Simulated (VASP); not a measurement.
# Hf (I4/mmm) in VASP: a series of runs, part 2 of 2

VASP 6.6.1. The steps go on from the part before.

## 3. Single point, PBE (strain +0.080 along x and y, -0.080 along z)

INCAR reads:

```
PREC     = Accurate       # precision mode
ENCUT    = 520            # plane-wave cutoff, eV
EDIFF    = 1E-6           # SCF threshold, eV
ISMEAR   = 0              # smearing method
SIGMA    = 0.15           # smearing width, eV
LREAL    = F              # projectors in reciprocal space
LASPH    = T              # aspherical terms in the spheres
NELM     = 80             # most SCF steps
ALGO     = Normal         # electronic algorithm
ISIF     = 2              # what is computed and relaxed
LWAVE    = F              # write WAVECAR
LCHARG   = T              # write CHGCAR
GGA      = PE             # functional
LELF     = T              # ELF
LVHAR    = T            
NBANDS   = 11             # bands
```

KPOINTS reads:

```
regular mesh
0
Gamma
  18 18 18
```

POSCAR reads:

```
Hf
1.0
    0.0000000000      2.3976000000      2.0424000000
    2.3976000000      0.0000000000      2.0424000000
    2.3976000000      2.3976000000      0.0000000000
Hf
1
Direct
    0.0000000000      0.0000000000      0.0000000000
```

Potentials or basis: VASP PAW PBE potentials, release 64 (Hf_pv).

On the command line:

```
$ cat potpaw_PBE.64/Hf_pv/POTCAR > POTCAR
$ mpirun -np 1 vasp_std > vasp.out
```

OUTCAR:

```text
PREC = Accurate
   ENCUT = 520
   EDIFF = 1E-6
   ISMEAR = 0
   LREAL = F
   LASPH = T
   NELM = 80
   ISIF = 2
   GGA = PE

 ion  position               nearest neighbor table
   1  0.000  0.000  0.000-

  LATTYP: Found a body centered tetragonal cell.
 ALAT       =     3.3907184371
 C/A-ratio  =     1.2047004420

  Lattice vectors:

 A1 = (   0.0000000000,  -2.3976000000,  -2.0424000000)
 A2 = (   0.0000000000,   2.3976000000,  -2.0424000000)
 A3 = (   2.3976000000,   0.0000000000,   2.0424000000)

Analysis of symmetry for initial positions (statically):
=====================================================================
 Subroutine PRICEL returns:
 Original cell was already a primitive cell.

 Routine SETGRP: Setting up the symmetry group for a
 body centered tetragonal supercell.

 Subroutine GETGRP returns: Found 16 space group operations
 (whereof 16 operations were pure point group operations)
 out of a pool of 16 trial point group operations.

The static configuration has the point symmetry D_4h.

Analysis of symmetry for dynamics (positions and initial velocities):
=====================================================================
 Subroutine PRICEL returns:
 Original cell was already a primitive cell.

 Routine SETGRP: Setting up the symmetry group for a
 body centered tetragonal supercell.

 Subroutine GETGRP returns: Found 16 space group operations
 (whereof 16 operations were pure point group operations)
 out of a pool of 16 trial point group operations.

The dynamic configuration has the point symmetry D_4h.

 Subroutine INISYM returns: Found 16 space group operations
 (whereof 16 operations are pure point group operations),
 and found     1 'primitive' translations

----------------------------------------------------------------------------------------

                                     Primitive cell

  volume of cell :      23.4814

  direct lattice vectors                    reciprocal lattice vectors
     0.000000000  2.397600000  2.042400000    -0.208541875  0.208541875  0.244810027
     2.397600000  0.000000000  2.042400000     0.208541875 -0.208541875  0.244810027
     2.397600000  2.397600000  0.000000000     0.208541875  0.208541875 -0.244810027

  length of vectors
     3.149584658  3.149584658  3.390718437     0.383290199  0.383290199  0.383290199

  position of ions in fractional coordinates (direct lattice)
     0.000000000  0.000000000  0.000000000

  ion indices of the primitive-cell ions
   primitive index   ion index
                 1           1

----------------------------------------------------------------------------------------

 KPOINTS: regular mesh

Automatic generation of k-mesh.
 Grid dimensions read from file:
 generate k-points for:   18   18   18

 Generating k-lattice:

  Cartesian coordinates                     Fractional coordinates (reciprocal lattice)
    -0.011585660  0.011585660  0.013600557     0.055555556  0.000000000  0.000000000
     0.011585660 -0.011585660  0.013600557     0.000000000  0.055555556  0.000000000
     0.011585660  0.011585660 -0.013600557    -0.000000000 -0.000000000  0.055555556

  Length of vectors
     0.021293900  0.021293900  0.021293900

  Shift w.r.t. Gamma in fractional coordinates (k-lattice)
     0.000000000  0.000000000  0.000000000

 Subroutine IBZKPT returns following result:
 ===========================================

 Found    480 irreducible k-points:

 Following reciprocal coordinates:
            Coordinates               Weight
  0.000000  0.000000  0.000000      1.000000
  0.055556  0.000000  0.000000      8.000000
  0.111111  0.000000  0.000000      8.000000
  0.166667  0.000000  0.000000      8.000000
  0.222222  0.000000  0.000000      8.000000
  0.277778  0.000000  0.000000      8.000000
[... 16 lines left out ...]
 -0.277778  0.055556  0.000000      8.000000
 -0.222222  0.055556  0.000000      8.000000
 [... further k-points ...]
   k-points           NKPTS =    480   k-points in BZ     NKDIM =    480   number of bands    NBANDS=     11
   number of dos      NEDOS =    301   number of ions     NIONS =      1
   total plane-waves  NPLWV =  16128
   dimension x,y,z NGX =    24 NGY =   24 NGZ =   28
   dimension x,y,z NGXF=    48 NGYF=   48 NGZF=   56
   ions per type =               1
   NGX,Y,Z   is equivalent  to a cutoff of  12.67, 12.67, 13.73 a.u.
   NGXF,Y,Z  is equivalent  to a cutoff of  25.34, 25.34, 27.46 a.u.
 SYSTEM =  unknown system
   PREC   = accura    normal or accurate (medium, high low for compatibility)
   ISTART =      0    job   : 0-new  1-cont  2-samecut
   ICHARG =      2    charge: 1-file 2-atom 10-const
   ISPIN  =      1    spin polarized calculation?
   LNONCOLLINEAR =      F non collinear calculations
   LSORBIT =      F    spin-orbit coupling
   LASPH  =      T    aspherical Exc in radial PAW
   ENCUT  =  520.0 eV  38.22 Ry    6.18 a.u.   5.86  5.86  6.30*2*pi/ulx,y,z
   NELM   =     80;   NELMIN=  2; NELMDL= -5     # of ELM steps
   EDIFF  = 0.1E-05   stopping-criterion for ELM
   LREAL  =      F    real-space projection
[... 7 lines left out ...]
   TEBEG  =    0.0;   TEEND  =   0.0 temperature during run
   PSTRESS=    0.0 pullay stress
   NELECT =      10.0000    total number of electrons
   NUPDOWN=      -1.0000    fix difference up-down
   EMIN   =  10.00;   EMAX   =-10.00  energy-range for DOS
   EFERMI =   0.00;   METHOD = LEGACY
   ISMEAR =     0;   SIGMA  =   0.15  broadening in eV -4-tet -1-fermi 0-gaus
   EFERMI_NEDOS =   21; number of points for ismear=-14 and -15
   IALGO  =     38    algorithm
   IMIX   =      4    mixing-type and parameters
     AMIX     =   0.40;   BMIX     =  1.00
     AMIX_MAG =   1.60;   BMIX_MAG =  1.00
  volume/ion in A,a.u.               =      23.48       158.46
  Fermi-wavevector in a.u.,A,eV,Ry     =   1.231686  2.327549 20.640731  1.517051
  Thomas-Fermi vector in A             =   2.366486
   LORBIT       =      0    0 simple, 1 ext, 2 COOP (PROOUT), +10 PAW based schemes
   GGA     = PE    functional components
   LHFCALC =     F    Hartree Fock is set to
   AEXX    =    0.0000 exact exchange contribution
   IVDW    =     0    specifies the selected vdW correction
   LEPSILON=     F    determine dielectric tensor
   LRPA    =     F    only Hartree local field effects (RPA)
 non-spin polarized calculation
 Gauss-broadening in eV      SIGMA  =   0.15
  energy-cutoff  :      520.00
  volume of cell :       23.48
 maximum number of plane-waves:       645
   NGX = 11   NGY = 11   NGZ = 13

 number of electron      10.0000000 magnetization

 Free energy of the ion-electron system (eV)
  ---------------------------------------------------
  ext. energy  EPLUGINS =         0.00000000
  ---------------------------------------------------
  free energy    TOTEN  =        -9.79659956 eV

  energy without entropy =       -9.77462046  energy(sigma->0) =       -9.78561001

 E-fermi :   4.3553     XC(G=0): -11.0685

 val. band max:        4.3512354586   @ k =  -0.3333  -0.0000   0.0556
 cond. band min:       4.3556499546   @ k =  -0.2222   0.3333   0.2222
 fundamental gap:      0.0044144960
 Fermi energy:         4.3553268729

 k-point     1 :       0.0000    0.0000    0.0000
  band No.  band energies     occupation
      1     -25.7929      2.00000
      2     -25.7929      2.00000
      3     -25.7907      2.00000
      4      -2.6275      2.00000
      5       5.4499      0.00000
      6       5.4499      0.00000
      7       6.9775      0.00000
      8       7.1314      0.00000
      9       9.0902      0.00000
     10      15.9285      0.00000
     11      17.2998      0.00000

 k-point     2 :       0.0556    0.0000    0.0000
  band No.  band energies     occupation
      1     -25.8142      2.00000
      2     -25.7980      2.00000
      3     -25.7922      2.00000
      4      -2.5240      2.00000
      5       5.4214      0.00000
      6       5.4896      0.00000
      7       6.9359      0.00000
      8       7.1151      0.00000
      9       9.0204      0.00000
     10      16.1574      0.00000
     11      17.2995      0.00000
[... 295 lines left out ...]
 k-point    24 :      -0.2222    0.0556    0.0000
  band No.  band energies     occupation
      1     -26.1067      2.00000
      2     -25.8653      2.00000
      3     -25.8293      2.00000
      4      -0.9240      2.00000
      5       4.6743      0.00263
      6       5.5126      0.00000
      7       6.7929      0.00000
      8       7.5259      0.00000
      9       8.9148      0.00000
     10      16.7854      0.00000
     11      17.3042      0.00000

 [... further k-points ...]
[... 5 lines left out ...]
  --------------------------------------------------------------------------------------
  -------------------------------------------------------------------------------------
  Total       -0.8986046     -0.8986046     -0.1243181      0.0000000      0.0000000      0.0000000
  in kB      -61.3133375    -61.3133375     -8.4824387      0.0000000      0.0000000      0.0000000
  external PRESSURE =     -43.7030379 kB  Pullay stress =       0.0000000 kB

 VOLUME and BASIS-vectors are now :
 -----------------------------------------------------------------------------
  energy-cutoff  :      520.00
  volume of cell :       23.48
      direct lattice vectors                 reciprocal lattice vectors
     0.000000000  2.397600000  2.042400000    -0.208541875  0.208541875  0.244810027
     2.397600000  0.000000000  2.042400000     0.208541875 -0.208541875  0.244810027
     2.397600000  2.397600000  0.000000000     0.208541875  0.208541875 -0.244810027

 POSITION                                       TOTAL-FORCE (eV/Angst)
 -----------------------------------------------------------------------------------
      0.00000      0.00000      0.00000         0.000000      0.000000      0.000000
 -----------------------------------------------------------------------------------
    total drift:                               -0.000000     -0.000000      0.000000

  FREE ENERGIE OF THE ION-ELECTRON SYSTEM (eV)
  ---------------------------------------------------
  free  energy   TOTEN  =        -9.7965995589 eV

  energy  without entropy=       -9.7746204649  energy(sigma->0) =       -9.78561001
```

Run time: 48 s. Hardware: 1 thread of Intel Xeon Platinum 8559C (Emerald Rapids), shared host; peak memory 0.24 GiB.

What came out:

```
Free energy            : -9.7966 eV
Pressure               : -4.4 GPa
Band gap on the k mesh : zero (band 5 reaches 5.67 eV, above the bottom of band 6 at 3.66 eV)
```

Stress tensor (GPa, compression positive):
```
-6.13  0.00  0.00
 0.00 -6.13  0.00
 0.00  0.00 -0.85
```

Caveat: the cell differs from its parent crystal (strain +0.080 along x and y, -0.080 along z); spin-orbit coupling is left out, which moves the levels of the heavy elements.
